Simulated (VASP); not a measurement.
# As in VASP: notebook, part 2 of 2

VASP 6.6.1. Earlier steps stand in the parts before.

### 3 Electric field gradients, PBEsol (shortest bond scaled by 0.94)

INCAR reads:

```
  PREC = Accurate
  ENCUT = 520
  EDIFF = 1E-8
  ISMEAR = -1
  SIGMA = 0.05
  LREAL = F
  LASPH = T
  NELM = 80
  ALGO = Normal
  ISIF = 2
  LWAVE = F
  LCHARG = F
  GGA = PS
  LEFG = T
  NBANDS = 12
```

KPOINTS reads:

```
regular mesh
0
Gamma
  10 10 10
```

POSCAR reads:

```
As
1.0
    1.8807968987      1.0858785957      3.5140619945
   -1.8807968987      1.0858785957      3.5140619945
    0.0000000000     -2.1717571915      3.5140619945
As
2
Direct
    0.7575600000      0.7875600000      0.7875600000
    0.2424400000      0.2124400000      0.2124400000
```

Potentials or basis: VASP PAW PBE potentials, release 64 (As).

Run with:

```console
cat potpaw_PBE.64/As/POTCAR > POTCAR
mpirun -np 1 vasp_std > vasp.out
```

OUTCAR:

```text
PREC = Accurate
   ENCUT = 520
   EDIFF = 1E-8
   ISMEAR = -1
   LREAL = F
   LASPH = T
   NELM = 80
   ISIF = 2
   GGA = PS

 ion  position               nearest neighbor table
   1  0.758  0.788  0.788-   2 2.36   2 2.53   2 2.53
   2  0.242  0.212  0.212-   1 2.36   1 2.53   1 2.53

  LATTYP: Found a trigonal (rhomboedric) cell.
 ALAT       =     4.1310000000
 COS(alpha) =     0.5854247172

  Lattice vectors:

 A1 = (   1.8807968987,   1.0858785957,   3.5140619945)
 A2 = (  -1.8807968987,   1.0858785957,   3.5140619945)
 A3 = (   0.0000000000,  -2.1717571915,   3.5140619945)

Analysis of symmetry for initial positions (statically):
=====================================================================
 Subroutine PRICEL returns:
 Original cell was already a primitive cell.

 Routine SETGRP: Setting up the symmetry group for a
 trigonal (rhombohedral) supercell.

 Subroutine GETGRP returns: Found  4 space group operations
 (whereof  4 operations were pure point group operations)
 out of a pool of 12 trial point group operations.

The static configuration has the point symmetry C_2h.

Analysis of symmetry for dynamics (positions and initial velocities):
=====================================================================
 Subroutine PRICEL returns:
 Original cell was already a primitive cell.

 Routine SETGRP: Setting up the symmetry group for a
 trigonal (rhombohedral) supercell.

 Subroutine GETGRP returns: Found  4 space group operations
 (whereof  4 operations were pure point group operations)
 out of a pool of 12 trial point group operations.

The dynamic configuration has the point symmetry C_2h.

 Subroutine INISYM returns: Found  4 space group operations
[... 165 lines left out ...]
     11      13.1496      0.00000
     12      13.9042      0.00000
[... 331 lines left out ...]
 k-point    24 :       0.0000    0.5000    0.1000
  band No.  band energies     occupation
      1      -7.4428      2.00000
      2      -5.3733      2.00000
      3       1.2689      2.00000
      4       2.2363      2.00000
      5       4.3804      2.00000
      6       5.7014      0.00411
      7       6.4371      0.00000
      8       8.0610      0.00000
      9      13.6035      0.00000
     10      14.6913      0.00000
     11      15.2210      0.00000
     12      16.6645      0.00000

 [... further k-points ...]
[... 5 lines left out ...]
  --------------------------------------------------------------------------------------
  -------------------------------------------------------------------------------------
  Total        1.3313119      0.6876806      0.7510580      0.5574011     -0.5704188     -0.9879931
  in kB       49.5343596     25.5866550     27.9447499     20.7393206    -21.2236749    -36.7604369
  external PRESSURE =      34.3552548 kB  Pullay stress =       0.0000000 kB

 VOLUME and BASIS-vectors are now :
 -----------------------------------------------------------------------------
  energy-cutoff  :      520.00
  volume of cell :       43.06
      direct lattice vectors                 reciprocal lattice vectors
     1.880796899  1.085878596  3.514061995     0.265844760  0.153485544  0.094856987
    -1.880796899  1.085878596  3.514061995    -0.265844760  0.153485544  0.094856987
     0.000000000 -2.171757191  3.514061995     0.000000000 -0.306971087  0.094856987

 POSITION                                       TOTAL-FORCE (eV/Angst)
 -----------------------------------------------------------------------------------
     -0.05642     -0.03258      8.19718         0.845257      0.488009     -1.289795
      0.05642      0.03258      2.34500        -0.845257     -0.488009      1.289795
 -----------------------------------------------------------------------------------
    total drift:                               -0.000000     -0.000000      0.000000

  FREE ENERGIE OF THE ION-ELECTRON SYSTEM (eV)
  ---------------------------------------------------
  free  energy   TOTEN  =       -10.0796335663 eV

  energy  without entropy=      -10.0781537849  energy(sigma->0) =      -10.07889368

 Electric field gradients (V/A^2)
---------------------------------------------------------------------
 ion       V_xx      V_yy      V_zz      V_xy      V_xz      V_yz
---------------------------------------------------------------------
   1      25.964    33.693   -59.657    -6.693    24.947    14.403
   2      25.964    33.693   -59.657    -6.693    24.947    14.403
---------------------------------------------------------------------

 Electric field gradients after diagonalization (V/A^2)
 (convention: |V_zz| > |V_xx| > |V_yy|)
----------------------------------------------------------------------
 ion       V_xx      V_yy      V_zz     asymmetry (V_yy - V_xx)/ V_zz
----------------------------------------------------------------------
   1      37.557    31.230   -68.787       0.092
   2      37.557    31.230   -68.787       0.092
----------------------------------------------------------------------

           NMR quadrupolar parameters

 Cq : quadrupolar parameter    Cq=e*Q*V_zz/h
 eta: asymmetry parameters     (V_yy - V_xx)/ V_zz
 Q  : nuclear electric quadrupole moment in mb (millibarn)
----------------------------------------------------------------------
 ion       Cq(MHz)       eta       Q (mb)
----------------------------------------------------------------------
   1      -0.166       0.092       1.000
   2      -0.166       0.092       1.000
----------------------------------------------------------------------
```

OSZICAR:

```text
N       E                     dE             d eps       ncg     rms          rms(c)
DAV:   1     0.284390350544E+02    0.28439E+02   -0.42485E+03  6768   0.697E+02
DAV:   2    -0.847848184780E+01   -0.36918E+02   -0.35248E+02  9080   0.110E+02
DAV:   3    -0.101184895812E+02   -0.16400E+01   -0.16321E+01  8536   0.241E+01
DAV:   4    -0.101266143271E+02   -0.81247E-02   -0.81238E-02  7612   0.190E+00
DAV:   5    -0.101266344619E+02   -0.20135E-04   -0.20135E-04  8496   0.104E-01    0.367E+00
DAV:   6    -0.100953413583E+02    0.31293E-01   -0.11259E-02  7600   0.550E-01    0.220E+00
DAV:   7    -0.100796552453E+02    0.15686E-01   -0.22500E-02  7804   0.801E-01    0.803E-02
DAV:   8    -0.100796164878E+02    0.38757E-04   -0.11406E-03  7644   0.201E-01    0.312E-02
DAV:   9    -0.100796331535E+02   -0.16666E-04   -0.48363E-05  8448   0.414E-02    0.174E-02
DAV:  10    -0.100796335223E+02   -0.36876E-06   -0.16215E-06  7820   0.766E-03    0.428E-03
DAV:  11    -0.100796335841E+02   -0.61813E-07   -0.44603E-07  7948   0.458E-03    0.132E-03
DAV:  12    -0.100796335566E+02    0.27537E-07   -0.53643E-08  8132   0.119E-03    0.268E-04
DAV:  13    -0.100796335742E+02   -0.17588E-07   -0.29626E-09  4396   0.302E-04    0.868E-05
DAV:  14    -0.100796335663E+02    0.79238E-08   -0.60795E-10  3884   0.161E-04
   1 F= -.10079634E+02 E0= -.10078894E+02  d E =-.147978E-02
```

stdout:

```text
POSCAR found type information on POSCAR As
 POSCAR found :  1 types and       2 ions
 scaLAPACK will be used
 -----------------------------------------------------------------------------
[... 27 lines left out ...]
     0.0000675     0.2508869    -0.3275455     0.7676259    -0.5673254     0.1448496
     0.0000929     0.2508869    -0.3275455     0.7676259    -0.5673255     0.1448496
     0.0001280     0.2508869    -0.3275455     0.7676259    -0.5673255     0.1448496

     0.0000490     6.4669779   -13.4320222    47.1547836   -23.2649449     3.7337115
     0.0000675     6.4668355   -13.4317311    47.1537909   -23.2644407     3.7336292
     0.0000929     6.4666024   -13.4312577    47.1521830   -23.2636207     3.7334947
     0.0001280     6.4662228   -13.4304917    47.1495921   -23.2622940     3.7332755
```

It took 73 s on 1 thread of AMD EPYC 9R45 (Zen 5), shared host; peak memory 0.23 GiB.

What came out:

| Quantity | Value |
| --- | --- |
| Free energy | -10.0796 eV |
| Pressure | 3.4 GPa |
| Largest force | 1.617 eV/Å |
| Band gap on the k mesh | zero (bands 5 and 6 overlap by 0.38 eV) |
| Largest electric field gradient by atom | As -68.8 V/Å² |

Forces on the atoms (eV/Å):
```
As   0.845  0.488 -1.290
As  -0.845 -0.488  1.290
```

Stress tensor (GPa, compression positive):
```
 4.95  2.07 -3.68
 2.07  2.56 -2.12
-3.68 -2.12  2.79
```

Electric field gradients, principal values (V/Å²):
| atom | least | middle | greatest (by size) |
| --- | --- | --- | --- |
| 1 As | 31.230 | 37.557 | -68.787 |
| 2 As | 31.230 | 37.557 | -68.787 |

Caveat: the cell differs from its parent crystal (shortest bond scaled by 0.94); the cell stands under pressure; without QUAD_EFG the Cq values of the log hold for a quadrupole moment of 1 mb, not for the nuclei; the PAW data sets were made with another functional, which shifts forces and pressure a little.
